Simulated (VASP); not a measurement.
# ZnS (Wurtzite-2H) (P6_3mc) in VASP: notebook

ZnS (Wurtzite-2H) is run at these levels: LDA, RPBE+D4; tasks: single point.

Program: VASP 6.6.1. These are calculated values, not measurements. Logs are shortened: lines on timing, memory, paths and dates and some standing lists are left out, and cuts for length are marked.

## (1) The cell of the first run

The structure is hexagonal, space group P6_3mc (No. 186). Conventional cell: a = 3.785 Å, b = 3.785 Å, c = 6.192 Å, α = 90.00°, β = 90.00°, γ = 120.00°. Zn (site symmetry 3m) has 4 S at 2.30 to 2.38 Å within 3.0 Å. Within 3.0 Å of S (site symmetry 3m) lie 4 Zn at 2.30 to 2.38 Å.

## (2) Single point, LDA (volume scaled by 0.98)

Contents of INCAR:

```
ALGO = Normal
EDIFF = 1E-6
ENCUT = 520
ISIF = 2
ISMEAR = -1
LASPH = True
LCHARG = True
LELF = True
LREAL = False
LVHAR = True
LWAVE = False
NBANDS = 26
NELM = 100
PREC = Accurate
SIGMA = 0.05
```

Contents of KPOINTS:

```
k-points
0
Gamma
  8 8 5
```

Contents of POSCAR:

```
ZnS
1.0
    3.7854220481      0.0000000000      0.0000000000
   -1.8927110241      3.2782716577      0.0000000000
    0.0000000000      0.0000000000      6.1921598132
Zn S
2 2
Direct
    0.6666666667      0.3333333333      0.5000000000
    0.3333333333      0.6666666667      0.0000000000
    0.6666666667      0.3333333333      0.8850000000
    0.3333333333      0.6666666667      0.3850000000
```

Potentials or basis: VASP PAW LDA potentials, release 64 (Zn, S).

The run is started by

```console
cat potpaw_LDA.64/Zn/POTCAR potpaw_LDA.64/S/POTCAR > POTCAR
mpirun -np 1 vasp_std > vasp.out
```

OUTCAR:

```text
EDIFF = 1E-6
   ENCUT = 520
   ISIF = 2
   ISMEAR = -1
   LASPH = True
   LREAL = False
   NELM = 100
   PREC = Accurate

 ion  position               nearest neighbor table
   1  0.667  0.333  0.500-   4 2.30   4 2.30   4 2.30   3 2.38
   2  0.333  0.667  0.000-   3 2.30   3 2.30   3 2.30   4 2.38
   3  0.667  0.333  0.885-   2 2.30   2 2.30   2 2.30   1 2.38
   4  0.333  0.667  0.385-   1 2.30   1 2.30   1 2.30   2 2.38

  LATTYP: Found a hexagonal cell.
 ALAT       =     3.7854220481
 C/A-ratio  =     1.6357911310

  Lattice vectors:

 A1 = (   3.7854220481,   0.0000000000,   0.0000000000)
 A2 = (  -1.8927110241,   3.2782716577,   0.0000000000)
 A3 = (   0.0000000000,   0.0000000000,   6.1921598132)

Analysis of symmetry for initial positions (statically):
=====================================================================
 Subroutine PRICEL returns:
 Original cell was already a primitive cell.

 Routine SETGRP: Setting up the symmetry group for a
 hexagonal supercell.

 Subroutine GETGRP returns: Found 12 space group operations
 (whereof  6 operations were pure point group operations)
 out of a pool of 24 trial point group operations.

The static configuration has the point symmetry C_3v.
 The point group associated with its full space group is C_6v.

Analysis of symmetry for dynamics (positions and initial velocities):
=====================================================================
 Subroutine PRICEL returns:
 Original cell was already a primitive cell.

 Routine SETGRP: Setting up the symmetry group for a
 hexagonal supercell.

 Subroutine GETGRP returns: Found 12 space group operations
 (whereof  6 operations were pure point group operations)
 out of a pool of 24 trial point group operations.

The dynamic configuration has the point symmetry C_3v.
 The point group associated with its full space group is C_6v.

 Subroutine INISYM returns: Found 12 space group operations
 (whereof  6 operations are pure point group operations),
 and found     1 'primitive' translations

----------------------------------------------------------------------------------------

                                     Primitive cell

  volume of cell :      76.8425

  direct lattice vectors                    reciprocal lattice vectors
     3.785422048  0.000000000  0.000000000     0.264171336  0.152519392  0.000000000
    -1.892711024  3.278271658  0.000000000     0.000000000  0.305038784  0.000000000
     0.000000000  0.000000000  6.192159813     0.000000000  0.000000000  0.161494540

  length of vectors
     3.785422048  3.785422048  6.192159813     0.305038784  0.305038784  0.161494540

  position of ions in fractional coordinates (direct lattice)
     0.666666667  0.333333333  0.500000000
     0.333333333  0.666666667  0.000000000
     0.666666667  0.333333333  0.885000000
     0.333333333  0.666666667  0.385000000

  ion indices of the primitive-cell ions
   primitive index   ion index
                 1           1
                 2           2
                 3           3
                 4           4

----------------------------------------------------------------------------------------

 KPOINTS: k-points

Automatic generation of k-mesh.
 Grid dimensions read from file:
 generate k-points for:    8    8    5

 Generating k-lattice:

  Cartesian coordinates                     Fractional coordinates (reciprocal lattice)
     0.033021417  0.019064924  0.000000000     0.125000000 -0.000000000  0.000000000
     0.000000000  0.038129848  0.000000000     0.000000000  0.125000000  0.000000000
     0.000000000  0.000000000  0.032298908     0.000000000  0.000000000  0.200000000

  Length of vectors
     0.038129848  0.038129848  0.032298908

  Shift w.r.t. Gamma in fractional coordinates (k-lattice)
     0.000000000  0.000000000  0.000000000

 Subroutine IBZKPT returns following result:
 ===========================================

 Found     30 irreducible k-points:

 Following reciprocal coordinates:
            Coordinates               Weight
  0.000000  0.000000  0.000000      1.000000
  0.125000 -0.000000  0.000000      6.000000
  0.250000 -0.000000  0.000000      6.000000
  0.375000  0.000000  0.000000      6.000000
  0.500000 -0.000000  0.000000      3.000000
  0.125000  0.125000  0.000000      6.000000
[... 16 lines left out ...]
  0.250000 -0.000000  0.400000     12.000000
  0.375000  0.000000  0.400000     12.000000
 [... further k-points ...]
   k-points           NKPTS =     30   k-points in BZ     NKDIM =     30   number of bands    NBANDS=     26
   number of dos      NEDOS =    301   number of ions     NIONS =      4
   total plane-waves  NPLWV =  37632
   dimension x,y,z NGX =    28 NGY =   28 NGZ =   48
   dimension x,y,z NGXF=    56 NGYF=   56 NGZF=   96
   ions per type =               2   2
   NGX,Y,Z   is equivalent  to a cutoff of  12.30, 12.30, 12.89 a.u.
   NGXF,Y,Z  is equivalent  to a cutoff of  24.59, 24.59, 25.77 a.u.
 SYSTEM =  unknown system
   PREC   = accura    normal or accurate (medium, high low for compatibility)
   ISTART =      0    job   : 0-new  1-cont  2-samecut
   ICHARG =      2    charge: 1-file 2-atom 10-const
   ISPIN  =      1    spin polarized calculation?
   LNONCOLLINEAR =      F non collinear calculations
   LSORBIT =      F    spin-orbit coupling
   LASPH  =      T    aspherical Exc in radial PAW
   ENCUT  =  520.0 eV  38.22 Ry    6.18 a.u.   7.04  7.04 11.51*2*pi/ulx,y,z
   NELM   =    100;   NELMIN=  2; NELMDL= -5     # of ELM steps
   EDIFF  = 0.1E-05   stopping-criterion for ELM
   LREAL  =      F    real-space projection
   EDIFFG = 0.1E-04   stopping-criterion for IOM
   NSW    =      0    number of steps for IOM
   IBRION =     -1    ionic relax: 0-MD 1-quasi-New 2-CG
   NFREE  =      0    steps in history (QN), initial steepest desc. (CG)
   ISIF   =      2    stress and relaxation
   ISYM   =      2    0-nonsym 1-usesym 2-fastsym
   POTIM  = 0.5000    time-step for ionic-motion
   TEBEG  =    0.0;   TEEND  =   0.0 temperature during run
   PSTRESS=    0.0 pullay stress
   NELECT =      36.0000    total number of electrons
   NUPDOWN=      -1.0000    fix difference up-down
   EMIN   =  10.00;   EMAX   =-10.00  energy-range for DOS
   EFERMI =   0.00;   METHOD = LEGACY
   ISMEAR =    -1;   SIGMA  =   0.05  broadening in eV -4-tet -1-fermi 0-gaus
   EFERMI_NEDOS =   21; number of points for ismear=-14 and -15
   IALGO  =     38    algorithm
   IMIX   =      4    mixing-type and parameters
     AMIX     =   0.40;   BMIX     =  1.00
     AMIX_MAG =   1.60;   BMIX_MAG =  1.00
  volume/ion in A,a.u.               =      19.21       129.64
  Fermi-wavevector in a.u.,A,eV,Ry     =   1.271477  2.402743 21.995912  1.616654
  Thomas-Fermi vector in A             =   2.404408
   LORBIT       =      0    0 simple, 1 ext, 2 COOP (PROOUT), +10 PAW based schemes
   GGA     = CA    functional components
   LHFCALC =     F    Hartree Fock is set to
   AEXX    =    0.0000 exact exchange contribution
   IVDW    =     0    specifies the selected vdW correction
   LEPSILON=     F    determine dielectric tensor
   LRPA    =     F    only Hartree local field effects (RPA)
 non-spin polarized calculation
  energy-cutoff  :      520.00
  volume of cell :       76.84
 maximum number of plane-waves:      2086
   NGX = 15   NGY = 15   NGZ = 23

 number of electron      35.9999967 magnetization

 Free energy of the ion-electron system (eV)
  ---------------------------------------------------
  ext. energy  EPLUGINS =         0.00000000
  ---------------------------------------------------
  free energy    TOTEN  =       -16.36403740 eV

  energy without entropy =      -16.36403740  energy(sigma->0) =      -16.36403740

 E-fermi :   3.1910     XC(G=0): -10.1534

 val. band max:        2.1756154873   @ k =   0.0000   0.0000   0.0000
 cond. band min:       4.2933957727   @ k =   0.0000   0.0000   0.0000
 fundamental gap:      2.1177802854
 Fermi energy:         3.1909676118

 k-point     1 :       0.0000    0.0000    0.0000
  band No.  band energies     occupation
      1     -11.1309      2.00000
      2     -10.1461      2.00000
      3      -4.4366      2.00000
      4      -4.4366      2.00000
      5      -4.3722      2.00000
      6      -4.3722      2.00000
[... 18 lines left out ...]
     25       9.6912      0.00000
     26      11.3326      0.00000

 k-point     2 :       0.1250   -0.0000    0.0000
  band No.  band energies     occupation
      1     -11.0185      2.00000
      2     -10.0811      2.00000
      3      -4.4464      2.00000
      4      -4.4107      2.00000
      5      -4.3651      2.00000
      6      -4.3389      2.00000
[... 18 lines left out ...]
     25      10.1890      0.00000
     26      10.6504      0.00000

 k-point     3 :       0.2500   -0.0000    0.0000
  band No.  band energies     occupation
      1     -10.7159      2.00000
      2      -9.9287      2.00000
      3      -4.4503      2.00000
      4      -4.3534      2.00000
      5      -4.3415      2.00000
      6      -4.2550      2.00000
[... 18 lines left out ...]
     25      10.4975      0.00000
     26      11.0229      0.00000

 k-point     4 :       0.3750    0.0000    0.0000
  band No.  band energies     occupation
      1     -10.3399      2.00000
      2      -9.8049      2.00000
      3      -4.4189      2.00000
      4      -4.3083      2.00000
      5      -4.2788      2.00000
      6      -4.1655      2.00000
[... 18 lines left out ...]
     25      10.8230      0.00000
     26      12.3589      0.00000

 k-point     5 :       0.5000   -0.0000    0.0000
  band No.  band energies     occupation
      1     -10.1327      2.00000
      2      -9.7892      2.00000
      3      -4.4017      2.00000
      4      -4.2943      2.00000
      5      -4.1863      2.00000
      6      -4.1283      2.00000
[... 18 lines left out ...]
     25      11.1180      0.00000
     26      13.3788      0.00000

 k-point     6 :       0.1250    0.1250    0.0000
  band No.  band energies     occupation
      1     -10.8103      2.00000
      2      -9.9722      2.00000
      3      -4.4422      2.00000
      4      -4.3787      2.00000
      5      -4.3316      2.00000
      6      -4.3147      2.00000
[... 427 lines left out ...]
 k-point    21 :       0.0000    0.0000    0.4000
  band No.  band energies     occupation
      1     -10.8287      2.00000
      2     -10.5278      2.00000
      3      -4.4209      2.00000
      4      -4.4209      2.00000
      5      -4.4010      2.00000
      6      -4.4010      2.00000
[... 18 lines left out ...]
     25       8.9840      0.00000
     26       9.4900      0.00000

 k-point    22 :       0.1250   -0.0000    0.4000
  band No.  band energies     occupation
      1     -10.7278      2.00000
      2     -10.4408      2.00000
      3      -4.4394      2.00000
      4      -4.4098      2.00000
      5      -4.3920      2.00000
      6      -4.3699      2.00000
[... 18 lines left out ...]
     25       9.4488      0.00000
     26       9.8136      0.00000

 k-point    23 :       0.2500   -0.0000    0.4000
  band No.  band energies     occupation
      1     -10.4630      2.00000
      2     -10.2204      2.00000
      3      -4.4500      2.00000
      4      -4.4098      2.00000
      5      -4.3234      2.00000
      6      -4.2929      2.00000
[... 18 lines left out ...]
     25      10.0101      0.00000
     26      10.5465      0.00000

 k-point    24 :       0.3750    0.0000    0.4000
  band No.  band energies     occupation
      1     -10.1552      2.00000
      2      -9.9890      2.00000
      3      -4.4309      2.00000
      4      -4.3880      2.00000
      5      -4.2604      2.00000
      6      -4.2158      2.00000
[... 18 lines left out ...]
     25      11.1364      0.00000
     26      11.5133      0.00000

 [... further k-points ...]
[... 5 lines left out ...]
  --------------------------------------------------------------------------------------
  -------------------------------------------------------------------------------------
  Total       -0.7703160     -0.7703160     -1.6504025      0.0000000      0.0000000      0.0000000
  in kB      -16.0612036    -16.0612036    -34.4111399      0.0000000      0.0000000      0.0000000
  external PRESSURE =     -22.1778491 kB  Pullay stress =       0.0000000 kB

 VOLUME and BASIS-vectors are now :
 -----------------------------------------------------------------------------
  energy-cutoff  :      520.00
  volume of cell :       76.84
      direct lattice vectors                 reciprocal lattice vectors
     3.785422048  0.000000000  0.000000000     0.264171336  0.152519392  0.000000000
    -1.892711024  3.278271658  0.000000000     0.000000000  0.305038784  0.000000000
     0.000000000  0.000000000  6.192159813     0.000000000  0.000000000  0.161494540

 POSITION                                       TOTAL-FORCE (eV/Angst)
 -----------------------------------------------------------------------------------
      1.89271      1.09276      3.09608         0.000000      0.000000      0.322377
     -0.00000      2.18551      0.00000        -0.000000      0.000000      0.322377
      1.89271      1.09276      5.48006         0.000000      0.000000     -0.322377
     -0.00000      2.18551      2.38398        -0.000000      0.000000     -0.322377
 -----------------------------------------------------------------------------------
    total drift:                               -0.000000     -0.000000      0.000070

  FREE ENERGIE OF THE ION-ELECTRON SYSTEM (eV)
  ---------------------------------------------------
  free  energy   TOTEN  =       -16.3640373962 eV

  energy  without entropy=      -16.3640373962  energy(sigma->0) =      -16.36403740
```

It took 39 s on 1 thread of Intel Xeon Platinum 8259CL at 2.50GHz (Skylake/Cascade Lake), shared host; peak memory 0.18 GiB.

What came out:

| Item | Value |
| --- | --- |
| Free energy | -16.3640 eV |
| Pressure | -2.2 GPa |
| Largest force | 0.322 eV/Å |
| Band gap on the k mesh | 2.12 eV, direct |

Forces on the atoms (eV/Å):
```
Zn   0.000  0.000  0.322
Zn   0.000  0.000  0.322
S    0.000  0.000 -0.322
S    0.000  0.000 -0.322
```

Caveat: the cell differs from its parent crystal (volume scaled by 0.98).

## (3) Single point, LDA (volume scaled by 1.06)

Contents of INCAR:

```
PREC = Accurate ; ENCUT = 520
EDIFF = 1E-7 ; ISMEAR = -1
SIGMA = 0.05 ; LREAL = F
LASPH = T ; NELM = 60
ALGO = Normal ; ISIF = 2
LWAVE = F ; LCHARG = F
GGA = CA ; NBANDS = 26
```

Contents of KPOINTS:

```
Automatic mesh
0
Gamma
  8 8 5
```

Contents of POSCAR:

```
ZnS
1.0
    3.8857444663      0.0000000000      0.0000000000
   -1.9428722331      3.3651534204      0.0000000000
    0.0000000000      0.0000000000      6.3562663350
Zn S
2 2
Direct
    0.6666666667      0.3333333333      0.5000000000
    0.3333333333      0.6666666667      0.0000000000
    0.6666666667      0.3333333333      0.8850000000
    0.3333333333      0.6666666667      0.3850000000
```

Potentials or basis: VASP PAW LDA potentials, release 64 (Zn, S).

The run is started by

```console
cat potpaw_LDA.64/Zn/POTCAR potpaw_LDA.64/S/POTCAR > POTCAR
mpirun -np 1 vasp_std > vasp.out
```

Run time: 52 s. Hardware: 1 thread of Intel Xeon Platinum 8259CL at 2.50GHz (Skylake/Cascade Lake), shared host; peak memory 0.19 GiB.

The run converged. Its results:

- Free energy: -16.1738 eV
- Pressure: -7.2 GPa
- Largest force: 0.234 eV/Å
- Band gap on the k mesh: 1.74 eV, direct

Forces in eV/Å, atoms in the order of the input:
```
Zn   0.000  0.000  0.234
Zn   0.000  0.000  0.234
S    0.000  0.000 -0.234
S    0.000  0.000 -0.234
```

Stress tensor (GPa, compression positive):
```
-6.92  0.00  0.00
 0.00 -6.92  0.00
 0.00  0.00 -7.72
```

Levels at points of the mesh, in eV from the valence-band top:
```tsv
k point	band 14	band 15	band 16	band 17	band 18	band 19	band 20	band 21	band 22	band 23
(0.00, 0.00, 0.00)	-0.81	-0.81	-0.03	-0.03	0.00	1.74	2.67	6.17	6.17	6.47
(0.50, 0.00, 0.00)	-4.08	-2.96	-2.09	-1.45	-0.92	3.44	3.92	5.03	7.00	7.01
```

Caveat: the cell differs from its parent crystal (volume scaled by 1.06).

## (4) Single point, RPBE+D4

This run uses another cell than the first one, of 18.43 Å³/atom, 0.959 times its volume.

Contents of INCAR:

```
SYSTEM = ZnS
PREC = Accurate ; ENCUT = 520
EDIFF = 1E-6 ; ISMEAR = -1
SIGMA = 0.05 ; LREAL = .False.
LASPH = .True. ; NELM = 100
ALGO = Normal ; ISIF = 2
LWAVE = .False. ; LCHARG = .False.
GGA = RP ; IVDW = 13
NBANDS = 26
```

Contents of KPOINTS:

```
Automatic mesh
0
Gamma
  8 8 5
  0 0 0
```

Contents of POSCAR:

```
ZnS
1.0
    3.7332026603      0.0000000000      0.0000000000
   -1.8666013302      3.2330483413      0.0000000000
    0.0000000000      0.0000000000      6.1067398017
Zn S
2 2
Direct
    0.6666666667      0.3333333333      0.5000000000
    0.3333333333      0.6666666667      0.0000000000
    0.6666666667      0.3333333333      0.8850000000
    0.3333333333      0.6666666667      0.3850000000
```

Potentials or basis: VASP PAW PBE potentials, release 64 (Zn, S).

The run is started by

```console
cat potpaw_PBE.64/Zn/POTCAR potpaw_PBE.64/S/POTCAR > POTCAR
mpirun -np 1 vasp_std > vasp.out
```

It took 29 s on 1 thread of Intel Xeon 6975P-C (Granite Rapids), shared host; peak memory 0.2 GiB.

It converged, with:

| Property | Result |
| --- | --- |
| Free energy | -14.6685 eV |
| Pressure | 4.2 GPa |
| Largest force | 0.409 eV/Å |
| Band gap on the k mesh | 2.71 eV, direct |
| Dispersion energy per atom | -0.650 eV |

Forces in eV/Å, atoms in the order of the input:
```
Zn   0.000  0.000  0.409
Zn   0.000  0.000  0.409
S    0.000  0.000 -0.409
S    0.000  0.000 -0.409
```

Stress tensor (GPa, compression positive):
```
5.33 0.00 0.00
0.00 5.33 0.00
0.00 0.00 1.95
```

Levels at points of the mesh, in eV from the valence-band top:
```tsv
k point	band 16	band 17	band 18	band 19	band 20	band 21
(0.00, 0.00, 0.00)	-0.01	0.00	0.00	2.71	3.22	6.30
(0.50, 0.00, 0.00)	-2.46	-1.71	-1.07	3.67	4.53	5.24
```

Caveat: the PAW data sets were made with another functional, which shifts forces and pressure a little. As with any semilocal functional, this RPBE gap is likely too small.

## (5) Overview

| level | potentials or basis | cell | gap on the mesh (eV) | pressure (GPa) | largest force (eV/Å) |
| --- | --- | --- | --- | --- | --- |
| LDA | VASP PAW LDA potentials, release 64 (Zn, S) | a = 3.785, b = 3.785, c = 6.192 Å, angles 90.0, 90.0, 120.0°, 4 atoms | 2.12 | -2.2 | 0.32 |
| LDA | VASP PAW LDA potentials, release 64 (Zn, S) | a = 3.886, b = 3.886, c = 6.356 Å, angles 90.0, 90.0, 120.0°, 4 atoms | 1.74 | -7.2 | 0.23 |
| RPBE+D4 | VASP PAW PBE potentials, release 64 (Zn, S) | a = 3.733, b = 3.733, c = 6.107 Å, angles 90.0, 90.0, 120.0°, 4 atoms | 2.71 | 4.2 | 0.41 |

Alike in all rows: task single point; no spin polarisation; k mesh 8 × 8 × 5; cutoff (eV) 520; smearing fermi-dirac 0.05 eV.

Caveats: the PAW data sets were made with another functional, which shifts forces and pressure a little (some runs).

Total energies depend on the potentials used, so only differences within one code and one set of settings carry meaning.
